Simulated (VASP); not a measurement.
# TiAl (Pm-3m) in VASP: further runs, part 2 of 2

VASP 6.6.1. Earlier steps stand in the parts before.

## Step 3: Single point, LDA

Input file INCAR:

```
SYSTEM = TiAl
PREC = Accurate
ENCUT = 520
EDIFF = 1E-6
ISMEAR = 0
SIGMA = 0.15
LREAL = .False.
LASPH = .True.
NELM = 100
ALGO = Normal
ISIF = 2
LWAVE = .False.
LCHARG = .False.
NBANDS = 14
```

Input file KPOINTS:

```
Automatic mesh
0
Gamma
  14 14 14
  0 0 0
```

Input file POSCAR:

```
TiAl
1.0
    3.1240862282      0.0000000000      0.0000000000
    0.0000000000      3.1240862282      0.0000000000
    0.0000000000      0.0000000000      3.1240862282
Ti Al
1 1
Direct
    0.0000000000      0.0000000000      0.0000000000
    0.5000000000      0.5000000000      0.5000000000
```

Potentials or basis: VASP PAW LDA potentials, release 64 (Ti_sv, Al).

On the command line:

```sh
> cat potpaw_LDA.64/Ti_sv/POTCAR potpaw_LDA.64/Al/POTCAR > POTCAR
> mpirun -np 1 vasp_std > vasp.out
```

OUTCAR:

```text
SYSTEM = TiAl
   PREC = Accurate
   ENCUT = 520
   EDIFF = 1E-6
   ISMEAR = 0
   LREAL = .False.
   LASPH = .True.
   NELM = 100
   ISIF = 2

 ion  position               nearest neighbor table
   1  0.000  0.000  0.000-   2 2.71   2 2.71   2 2.71   2 2.71   2 2.71   2 2.71   2 2.71   2 2.71

   2  0.500  0.500  0.500-   1 2.71   1 2.71   1 2.71   1 2.71   1 2.71   1 2.71   1 2.71   1 2.71

  LATTYP: Found a simple cubic cell.
 ALAT       =     3.1240862282

  Lattice vectors:

 A1 = (   3.1240862282,   0.0000000000,   0.0000000000)
 A2 = (   0.0000000000,   3.1240862282,   0.0000000000)
 A3 = (   0.0000000000,   0.0000000000,   3.1240862282)

Analysis of symmetry for initial positions (statically):
=====================================================================
 Subroutine PRICEL returns:
 Original cell was already a primitive cell.

 Routine SETGRP: Setting up the symmetry group for a
 simple cubic supercell.

 Subroutine GETGRP returns: Found 48 space group operations
 (whereof 48 operations were pure point group operations)
 out of a pool of 48 trial point group operations.

The static configuration has the point symmetry O_h .

Analysis of symmetry for dynamics (positions and initial velocities):
=====================================================================
 Subroutine PRICEL returns:
 Original cell was already a primitive cell.

 Routine SETGRP: Setting up the symmetry group for a
 simple cubic supercell.

 Subroutine GETGRP returns: Found 48 space group operations
 (whereof 48 operations were pure point group operations)
 out of a pool of 48 trial point group operations.

The dynamic configuration has the point symmetry O_h .

 Subroutine INISYM returns: Found 48 space group operations
 (whereof 48 operations are pure point group operations),
 and found     1 'primitive' translations

----------------------------------------------------------------------------------------

                                     Primitive cell

  volume of cell :      30.4908

  direct lattice vectors                    reciprocal lattice vectors
     3.124086228  0.000000000  0.000000000     0.320093598  0.000000000  0.000000000
     0.000000000  3.124086228  0.000000000     0.000000000  0.320093598  0.000000000
     0.000000000  0.000000000  3.124086228     0.000000000  0.000000000  0.320093598

  length of vectors
     3.124086228  3.124086228  3.124086228     0.320093598  0.320093598  0.320093598

  position of ions in fractional coordinates (direct lattice)
     0.000000000  0.000000000  0.000000000
     0.500000000  0.500000000  0.500000000

  ion indices of the primitive-cell ions
   primitive index   ion index
                 1           1
                 2           2

----------------------------------------------------------------------------------------

 KPOINTS: Automatic mesh

Automatic generation of k-mesh.
 Grid dimensions read from file:
 generate k-points for:   14   14   14

 Generating k-lattice:

  Cartesian coordinates                     Fractional coordinates (reciprocal lattice)
     0.022863828  0.000000000  0.000000000     0.071428571  0.000000000  0.000000000
     0.000000000  0.022863828  0.000000000     0.000000000  0.071428571  0.000000000
     0.000000000  0.000000000  0.022863828     0.000000000  0.000000000  0.071428571

  Length of vectors
     0.022863828  0.022863828  0.022863828

[... 38 lines left out ...]
   dimension x,y,z NGX =    24 NGY =   24 NGZ =   24
   dimension x,y,z NGXF=    48 NGYF=   48 NGZF=   48
   ions per type =               1   1
   NGX,Y,Z   is equivalent  to a cutoff of  12.77, 12.77, 12.77 a.u.
   NGXF,Y,Z  is equivalent  to a cutoff of  25.54, 25.54, 25.54 a.u.
 SYSTEM =  TiAl
   PREC   = accura    normal or accurate (medium, high low for compatibility)
   ISTART =      0    job   : 0-new  1-cont  2-samecut
   ICHARG =      2    charge: 1-file 2-atom 10-const
   ISPIN  =      1    spin polarized calculation?
   LNONCOLLINEAR =      F non collinear calculations
   LSORBIT =      F    spin-orbit coupling
   LASPH  =      T    aspherical Exc in radial PAW
   ENCUT  =  520.0 eV  38.22 Ry    6.18 a.u.   5.81  5.81  5.81*2*pi/ulx,y,z
   NELM   =    100;   NELMIN=  2; NELMDL= -5     # of ELM steps
   EDIFF  = 0.1E-05   stopping-criterion for ELM
   LREAL  =      F    real-space projection
   EDIFFG = 0.1E-04   stopping-criterion for IOM
   NSW    =      0    number of steps for IOM
   IBRION =     -1    ionic relax: 0-MD 1-quasi-New 2-CG
   NFREE  =      0    steps in history (QN), initial steepest desc. (CG)
   ISIF   =      2    stress and relaxation
   ISYM   =      2    0-nonsym 1-usesym 2-fastsym
   POTIM  = 0.5000    time-step for ionic-motion
   TEBEG  =    0.0;   TEEND  =   0.0 temperature during run
   PSTRESS=    0.0 pullay stress
   NELECT =      15.0000    total number of electrons
   NUPDOWN=      -1.0000    fix difference up-down
   EMIN   =  10.00;   EMAX   =-10.00  energy-range for DOS
   EFERMI =   0.00;   METHOD = LEGACY
   ISMEAR =     0;   SIGMA  =   0.15  broadening in eV -4-tet -1-fermi 0-gaus
   EFERMI_NEDOS =   21; number of points for ismear=-14 and -15
   IALGO  =     38    algorithm
   IMIX   =      4    mixing-type and parameters
     AMIX     =   0.40;   BMIX     =  1.00
     AMIX_MAG =   1.60;   BMIX_MAG =  1.00
  volume/ion in A,a.u.               =      15.25       102.88
  Fermi-wavevector in a.u.,A,eV,Ry     =   1.292356  2.442199 22.724241  1.670185
  Thomas-Fermi vector in A             =   2.424069
   LORBIT       =      0    0 simple, 1 ext, 2 COOP (PROOUT), +10 PAW based schemes
   GGA     = CA    functional components
   LHFCALC =     F    Hartree Fock is set to
   AEXX    =    0.0000 exact exchange contribution
   IVDW    =     0    specifies the selected vdW correction
   LEPSILON=     F    determine dielectric tensor
   LRPA    =     F    only Hartree local field effects (RPA)
 non-spin polarized calculation
 Gauss-broadening in eV      SIGMA  =   0.15
  energy-cutoff  :      520.00
  volume of cell :       30.49
 maximum number of plane-waves:       840
 NGX is ok and might be reduce to    24
   NGX = 11   NGY = 11   NGZ = 11

 number of electron      14.9999996 magnetization

 Free energy of the ion-electron system (eV)
  ---------------------------------------------------
  ext. energy  EPLUGINS =         0.00000000
  ---------------------------------------------------
  free energy    TOTEN  =       -13.31238300 eV

  energy without entropy =      -13.28664830  energy(sigma->0) =      -13.29951565

 E-fermi :   9.0899     XC(G=0): -11.5452

 val. band max:        9.0825479663   @ k =   0.3571   0.1429   0.1429
 cond. band min:       9.0904302528   @ k =   0.5000   0.0714   0.0000
 fundamental gap:      0.0078822865
 Fermi energy:         9.0899077582

 k-point     1 :       0.0000    0.0000    0.0000
  band No.  band energies     occupation
      1     -46.9997      2.00000
      2     -23.5797      2.00000
      3     -23.5797      2.00000
      4     -23.5797      2.00000
      5      -0.3366      2.00000
      6       7.5479      2.00000
      7       7.5479      2.00000
      8      10.9597      0.00000
      9      10.9597      0.00000
     10      10.9597      0.00000
     11      13.7637      0.00000
     12      13.7637      0.00000
     13      13.7637      0.00000
     14      18.2918      0.00000
[... 377 lines left out ...]
      1     -46.9759      2.00000
      2     -23.7434      2.00000
      3     -23.6444      2.00000
      4     -23.5568      2.00000
      5       2.2496      2.00000
      6       5.8857      2.00000
      7       7.8879      2.00000
      8       9.0266      1.44947
      9       9.6224      0.00000
     10      10.4884      0.00000
     11      12.2230      0.00000
     12      14.4570      0.00000
     13      16.9049      0.00000
     14      17.6817      0.00000

 [... further k-points ...]

------------------------ aborting loop because EDIFF is reached ----------------------------------------

  FORCE on cell =-STRESS in cart. coord.  units (eV):
  Direction    XX          YY          ZZ          XY          YZ          ZX
  --------------------------------------------------------------------------------------
  -------------------------------------------------------------------------------------
  Total        0.0448316      0.0448316      0.0448316     -0.0000000     -0.0000000      0.0000000
  in kB        2.3557305      2.3557305      2.3557305     -0.0000000     -0.0000000      0.0000000
  external PRESSURE =       2.3557305 kB  Pullay stress =       0.0000000 kB

 VOLUME and BASIS-vectors are now :
 -----------------------------------------------------------------------------
  energy-cutoff  :      520.00
  volume of cell :       30.49
      direct lattice vectors                 reciprocal lattice vectors
     3.124086228  0.000000000  0.000000000     0.320093598  0.000000000  0.000000000
     0.000000000  3.124086228  0.000000000     0.000000000  0.320093598  0.000000000
     0.000000000  0.000000000  3.124086228     0.000000000  0.000000000  0.320093598

 POSITION                                       TOTAL-FORCE (eV/Angst)
 -----------------------------------------------------------------------------------
      0.00000      0.00000      0.00000         0.000000      0.000000      0.000000
      1.56204      1.56204      1.56204         0.000000      0.000000      0.000000
 -----------------------------------------------------------------------------------
    total drift:                                0.000000      0.000000      0.000000

  FREE ENERGIE OF THE ION-ELECTRON SYSTEM (eV)
  ---------------------------------------------------
  free  energy   TOTEN  =       -13.3123830003 eV

  energy  without entropy=      -13.2866482966  energy(sigma->0) =      -13.29951565
```

Wall time 11 s (1 thread of Intel Xeon 6975P-C (Granite Rapids), shared host); peak memory 0.16 GiB.

What came out:

| Item | Value |
| --- | --- |
| Free energy | -13.3124 eV |
| Pressure | 0.2 GPa |
